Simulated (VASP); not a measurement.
# BeGa3 (I4/mmm) in VASP: a series of runs

The runs below take BeGa3 through single point, with LDA, PBE+U, PBE.

All numbers are computed with VASP 6.6.1; they aren't measurements. Logs are shortened: lines on timing, memory, paths and dates and some standing lists are left out, and cuts for length are marked.

## (1) The cell of the first run

Symmetry: I4/mmm, No. 139, tetragonal system. The conventional cell has a = 4.087 Å, b = 4.087 Å, c = 7.581 Å, α = 90.00°, β = 90.00°, γ = 90.00°. Within 3.8 Å of Be (site symmetry 4/mmm) lie 14 Ga at 2.79 to 3.79 Å. Within 3.8 Å of Ga (site symmetry -4m2) lie 4 Be at 2.79 Å and 10 Ga at 2.79 to 3.79 Å. Within 3.8 Å of Ga (site symmetry 4/mmm) lie 8 Ga at 2.79 Å and 6 Be at 2.89 to 3.79 Å.

## (2) Single point, LDA

Contents of INCAR:

```
PREC = Accurate ; ENCUT = 600
EDIFF = 1E-6 ; ISMEAR = -1
SIGMA = 0.1 ; LREAL = F
LASPH = T ; NELM = 120
ALGO = Normal ; ISIF = 2
LWAVE = F ; LCHARG = F
GGA = CA ; NBANDS = 28
GGA_COMPAT = F
```

Contents of KPOINTS:

```
Automatic mesh
0
Gamma
  1 1 1
```

Contents of POSCAR:

```
BeGa3
1.0
   -2.0436200000      2.0436200000      3.7906850000
    2.0436200000     -2.0436200000      3.7906850000
    2.0436200000      2.0436200000     -3.7906850000
Be Ga
1 3
Direct
    0.0000000000      0.0000000000      0.0000000000
    0.7500000000      0.2500000000      0.5000000000
    0.2500000000      0.7500000000      0.5000000000
    0.5000000000      0.5000000000      0.0000000000
```

Potentials or basis: VASP PAW LDA potentials, release 64 (Be, Ga_d).

Command:

```
> cat potpaw_LDA.64/Be/POTCAR potpaw_LDA.64/Ga_d/POTCAR > POTCAR
> mpirun -np 1 vasp_gam > vasp.out
```

OUTCAR:

```text
PREC = Accurate
   ENCUT = 600
   EDIFF = 1E-6
   ISMEAR = -1
   LREAL = F
   LASPH = T
   NELM = 120
   ISIF = 2
   GGA = CA

 ion  position               nearest neighbor table
   1  0.000  0.000  0.000-
   2  0.750  0.250  0.500-   4 2.79   4 2.79   4 2.79   4 2.79   3 2.89   3 2.89   3 2.89   3 2.89

   3  0.250  0.750  0.500-   4 2.79   4 2.79   4 2.79   4 2.79   2 2.89   2 2.89   2 2.89   2 2.89

   4  0.500  0.500  0.000-   3 2.79   2 2.79   3 2.79   2 2.79   2 2.79   3 2.79   2 2.79   3 2.79

  LATTYP: Found a body centered tetragonal cell.
 ALAT       =     4.0872400000
 C/A-ratio  =     1.8548874057

  Lattice vectors:

 A1 = (  -2.0436200000,   2.0436200000,   3.7906850000)
 A2 = (   2.0436200000,  -2.0436200000,   3.7906850000)
 A3 = (   2.0436200000,   2.0436200000,  -3.7906850000)

Analysis of symmetry for initial positions (statically):
=====================================================================
 Subroutine PRICEL returns:
 Original cell was already a primitive cell.

 Routine SETGRP: Setting up the symmetry group for a
 body centered tetragonal supercell.

 Subroutine GETGRP returns: Found 16 space group operations
 (whereof 16 operations were pure point group operations)
 out of a pool of 16 trial point group operations.

The static configuration has the point symmetry D_4h.

Analysis of symmetry for dynamics (positions and initial velocities):
=====================================================================
 Subroutine PRICEL returns:
 Original cell was already a primitive cell.

 Routine SETGRP: Setting up the symmetry group for a
 body centered tetragonal supercell.

 Subroutine GETGRP returns: Found 16 space group operations
 (whereof 16 operations were pure point group operations)
 out of a pool of 16 trial point group operations.

The dynamic configuration has the point symmetry D_4h.

 Subroutine INISYM returns: Found 16 space group operations
 (whereof 16 operations are pure point group operations),
 and found     1 'primitive' translations

----------------------------------------------------------------------------------------

                                     Primitive cell

  volume of cell :      63.3254

  direct lattice vectors                    reciprocal lattice vectors
    -2.043620000  2.043620000  3.790685000     0.000000000  0.244663881  0.131902282
     2.043620000 -2.043620000  3.790685000     0.244663881  0.000000000  0.131902282
     2.043620000  2.043620000 -3.790685000     0.244663881  0.244663881  0.000000000

  length of vectors
     4.766766008  4.766766008  4.766766008     0.277954360  0.277954360  0.346006978

  position of ions in fractional coordinates (direct lattice)
     0.000000000  0.000000000  0.000000000
     0.750000000  0.250000000  0.500000000
     0.250000000  0.750000000  0.500000000
     0.500000000  0.500000000  0.000000000

  ion indices of the primitive-cell ions
   primitive index   ion index
                 1           1
                 2           2
                 3           3
                 4           4

----------------------------------------------------------------------------------------

 KPOINTS: Automatic mesh

Automatic generation of k-mesh.
 Grid dimensions read from file:
 generate k-points for:    1    1    1

 Generating k-lattice:

  Cartesian coordinates                     Fractional coordinates (reciprocal lattice)
     0.000000000  0.244663881  0.131902282     1.000000000 -0.000000000  0.000000000
     0.244663881  0.000000000  0.131902282    -0.000000000  1.000000000  0.000000000
     0.244663881  0.244663881  0.000000000     0.000000000  0.000000000  1.000000000

  Length of vectors
     0.277954360  0.277954360  0.346006978

  Shift w.r.t. Gamma in fractional coordinates (k-lattice)
     0.000000000  0.000000000  0.000000000

 Subroutine IBZKPT returns following result:
 ===========================================

 Found      1 irreducible k-points:

 Following reciprocal coordinates:
            Coordinates               Weight
  0.000000  0.000000  0.000000      1.000000
   k-points           NKPTS =      1   k-points in BZ     NKDIM =      1   number of bands    NBANDS=     28
   number of dos      NEDOS =    301   number of ions     NIONS =      4
   total plane-waves  NPLWV =  64000
   dimension x,y,z NGX =    40 NGY =   40 NGZ =   40
   dimension x,y,z NGXF=    80 NGYF=   80 NGZF=   80
   ions per type =               1   3
   NGX,Y,Z   is equivalent  to a cutoff of  13.95, 13.95, 13.95 a.u.
   NGXF,Y,Z  is equivalent  to a cutoff of  27.90, 27.90, 27.90 a.u.
 SYSTEM =  unknown system
   PREC   = accura    normal or accurate (medium, high low for compatibility)
   ISTART =      0    job   : 0-new  1-cont  2-samecut
   ICHARG =      2    charge: 1-file 2-atom 10-const
   ISPIN  =      1    spin polarized calculation?
   LNONCOLLINEAR =      F non collinear calculations
   LSORBIT =      F    spin-orbit coupling
   LASPH  =      T    aspherical Exc in radial PAW
   ENCUT  =  600.0 eV  44.10 Ry    6.64 a.u.   9.52  9.52  9.52*2*pi/ulx,y,z
   NELM   =    120;   NELMIN=  2; NELMDL= -5     # of ELM steps
   EDIFF  = 0.1E-05   stopping-criterion for ELM
   LREAL  =      F    real-space projection
   EDIFFG = 0.1E-04   stopping-criterion for IOM
   NSW    =      0    number of steps for IOM
   IBRION =     -1    ionic relax: 0-MD 1-quasi-New 2-CG
   NFREE  =      0    steps in history (QN), initial steepest desc. (CG)
   ISIF   =      2    stress and relaxation
   ISYM   =      2    0-nonsym 1-usesym 2-fastsym
   POTIM  = 0.5000    time-step for ionic-motion
   TEBEG  =    0.0;   TEEND  =   0.0 temperature during run
   PSTRESS=    0.0 pullay stress
   NELECT =      41.0000    total number of electrons
   NUPDOWN=      -1.0000    fix difference up-down
   EMIN   =  10.00;   EMAX   =-10.00  energy-range for DOS
   EFERMI =   0.00;   METHOD = LEGACY
   ISMEAR =    -1;   SIGMA  =   0.10  broadening in eV -4-tet -1-fermi 0-gaus
   EFERMI_NEDOS =   21; number of points for ismear=-14 and -15
   IALGO  =     38    algorithm
   IMIX   =      4    mixing-type and parameters
     AMIX     =   0.40;   BMIX     =  1.00
     AMIX_MAG =   1.60;   BMIX_MAG =  1.00
  volume/ion in A,a.u.               =      15.83       106.84
  Fermi-wavevector in a.u.,A,eV,Ry     =   1.416262  2.676346 27.290521  2.005797
  Thomas-Fermi vector in A             =   2.537614
   LORBIT       =      0    0 simple, 1 ext, 2 COOP (PROOUT), +10 PAW based schemes
   GGA     = CA    functional components
   LHFCALC =     F    Hartree Fock is set to
   AEXX    =    0.0000 exact exchange contribution
   IVDW    =     0    specifies the selected vdW correction
   LEPSILON=     F    determine dielectric tensor
   LRPA    =     F    only Hartree local field effects (RPA)
 non-spin polarized calculation
  energy-cutoff  :      600.00
  volume of cell :       63.33
 maximum number of plane-waves:      1050
 NGX is ok and might be reduce to    40
   NGX = 19   NGY = 19   NGZ = 19

 number of electron      40.9999992 magnetization

 Free energy of the ion-electron system (eV)
  ---------------------------------------------------
  ext. energy  EPLUGINS =         0.00000000
  ---------------------------------------------------
  free energy    TOTEN  =         6.12547383 eV

  energy without entropy =        6.69800455  energy(sigma->0) =        6.41173919

 E-fermi :   5.8276     XC(G=0): -11.2214

 val. band max:        5.4891474322   @ k =   0.0000   0.0000   0.0000
 cond. band min:       5.8572892586   @ k =   0.0000   0.0000   0.0000
 fundamental gap:      0.3681418265
 Fermi energy:         5.8276460973

 k-point     1 :       0.0000    0.0000    0.0000
  band No.  band energies     occupation
      1      -8.5537      2.00000
      2      -8.5040      2.00000
      3      -8.5030      2.00000
      4      -8.5030      2.00000
      5      -8.4073      2.00000
      6      -8.3859      2.00000
[... 20 lines left out ...]
     27      10.6374      0.00000
     28      10.6374      0.00000

------------------------ aborting loop because EDIFF is reached ----------------------------------------

  FORCE on cell =-STRESS in cart. coord.  units (eV):
  Direction    XX          YY          ZZ          XY          YZ          ZX
  --------------------------------------------------------------------------------------
  -------------------------------------------------------------------------------------
  Total        7.2195857      7.2195857     52.1171576      0.0000000     -0.0000000      0.0000000
  in kB      182.6606015    182.6606015   1318.6007778      0.0000000     -0.0000000      0.0000000
  external PRESSURE =     561.3073270 kB  Pullay stress =       0.0000000 kB

 VOLUME and BASIS-vectors are now :
 -----------------------------------------------------------------------------
  energy-cutoff  :      600.00
  volume of cell :       63.33
      direct lattice vectors                 reciprocal lattice vectors
    -2.043620000  2.043620000  3.790685000     0.000000000  0.244663881  0.131902282
     2.043620000 -2.043620000  3.790685000     0.244663881  0.000000000  0.131902282
     2.043620000  2.043620000 -3.790685000     0.244663881  0.244663881  0.000000000

 POSITION                                       TOTAL-FORCE (eV/Angst)
 -----------------------------------------------------------------------------------
      0.00000      0.00000      0.00000         0.000000      0.000000     -0.000000
      0.00000      2.04362      1.89534         0.000000     -0.000000     -0.000000
      2.04362      0.00000      1.89534        -0.000000      0.000000      0.000000
      0.00000      0.00000      3.79068         0.000000      0.000000     -0.000000
 -----------------------------------------------------------------------------------
    total drift:                               -0.000000     -0.000000      0.000000

  FREE ENERGIE OF THE ION-ELECTRON SYSTEM (eV)
  ---------------------------------------------------
  free  energy   TOTEN  =         6.1254738326 eV

  energy  without entropy=        6.6980045499  energy(sigma->0) =        6.41173919
```

Wall time 11 s (1 thread of AMD EPYC 7R13, shared host); peak memory 0.18 GiB.

Results:

- Free energy: 6.1255 eV
- Pressure: 56.1 GPa
- Band gap on the k mesh: zero (an odd number of electrons rules out a gap without spin polarisation)

Caveat: the k points lie up to 1.75 Å⁻¹ apart, too coarse for converged energies and pressures of a metal.

## (3) Single point, PBE+U

Contents of INCAR:

```
PREC     = Accurate       # precision mode
ENCUT    = 600            # plane-wave cutoff, eV
EDIFF    = 1E-6           # SCF threshold, eV
ISMEAR   = -1             # smearing method
SIGMA    = 0.28           # smearing width, eV
LREAL    = F              # projectors in reciprocal space
LASPH    = T              # aspherical terms in the spheres
NELM     = 200            # most SCF steps
ALGO     = Normal         # electronic algorithm
ISIF     = 2              # what is computed and relaxed
LWAVE    = F              # write WAVECAR
LCHARG   = F              # write CHGCAR
LDAU     = T              # DFT+U
LDAUTYPE = 2            
LDAUL    = -1 2           # shell
LDAUU    = 0 2.4          # U, eV
LDAUJ    = 0 0          
LDAUPRINT= 1            
GGA      = PE             # functional
NBANDS   = 28             # bands
GGA_COMPAT= F
```

Contents of KPOINTS:

```
Automatic mesh
0
Gamma
  1 1 1
  0.25 0.25 0.25
```

POSCAR is that of step 2.

Potentials or basis: VASP PAW PBE potentials, release 64 (Be, Ga_d).

Command:

```
> cat potpaw_PBE.64/Be/POTCAR potpaw_PBE.64/Ga_d/POTCAR > POTCAR
> mpirun -np 1 vasp_std > vasp.out
```

It took 20 s on 1 thread of AMD EPYC 7R13, shared host; peak memory 0.23 GiB.

Results (log left out):

```yaml
Free_energy: -15.4228 eV
Pressure: -6.9 GPa
Band_gap_on_the_k_mesh: zero (an odd number of electrons rules out a gap without spin polarisation)
```

Stress tensor (GPa, compression positive):
```
 -4.66   0.00   0.00
  0.00  -4.66   0.00
  0.00   0.00 -11.40
```

Levels at points of the mesh, in eV from the Fermi level:
| k point | band 18 | band 19 | band 20 | band 21 | band 22 | band 23 | band 24 | band 25 |
| --- | --- | --- | --- | --- | --- | --- | --- | --- |
| (0.25, 0.25, 0.25) | -5.34 | -3.96 | -0.01 | -0.01 | 0.04 | 0.98 | 8.97 | 9.25 |

Eigenvalues of the final occupation matrices:
| site | spin | trace | eigenvalues |
| --- | --- | --- | --- |
| site 2 d | 1 | 4.99 | 0.99 1.00 1.00 1.00 1.01 |
| site 2 d | 2 | 4.99 | 0.99 1.00 1.00 1.00 1.01 |
| site 3 d | 1 | 4.99 | 0.99 1.00 1.00 1.00 1.01 |
| site 3 d | 2 | 4.99 | 0.99 1.00 1.00 1.00 1.01 |
| site 4 d | 1 | 5.01 | 0.99 1.00 1.00 1.01 1.01 |
| site 4 d | 2 | 5.01 | 0.99 1.00 1.00 1.01 1.01 |

Caveat: the k points lie up to 1.75 Å⁻¹ apart, too coarse for converged energies and pressures of a metal; so wide a smearing shifts energies and pressures; U without spin polarisation on a metal has little footing; the U is typed as a test and isn't derived for this compound.

[end of part 1 of 2]

The gap in the log of VASP goes by the Fermi energy; the results here count the filled bands.